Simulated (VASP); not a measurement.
Crystal: AlN.

```xyz
4
Lattice="3.0921 0.0000 0.0000 -1.5461 2.6778 0.0000 0.0000 0.0000 4.9476" Properties=species:S:1:pos:R:3 pbc="T T T"
Al    1.5461    0.8926    2.4738
Al    0.0000    1.7852    0.0000
N     1.5461    0.8926    4.3539
N     0.0000    1.7852    1.8801
```

Base run:

| Property | Result |
| --- | --- |
| Program | VASP 6.6.1 |
| Functional | PBEsol |
| Potentials or basis | VASP PAW PBE potentials, release 64 (Al, N) |
| Cutoff | 520 eV |
| k mesh | 10 × 10 × 6 |
| Occupations | fermi-dirac, width 0.05 eV |
| Spin | no spin polarisation |

Its results: band gap on the k mesh 4.33 eV; pressure 4.5 GPa; largest force 0.148 eV/Å.

Question: The run is repeated on the same cell with these changes: functional from PBEsol to PBE; further incar settings from ALGO = Normal; EDIFF = 1e-07; NBANDS = 16 to ALGO = Normal; EDIFF = 1e-06; NBANDS = 16. What comes out?

Answer: Band gap on the k mesh 4.40 eV; pressure 7.8 GPa; largest force 0.145 eV/Å.

Caveats: the cell stands under pressure; the PAW data sets were made with another functional, which shifts forces and pressure a little (at least some runs).

A k mesh can miss the band edges.
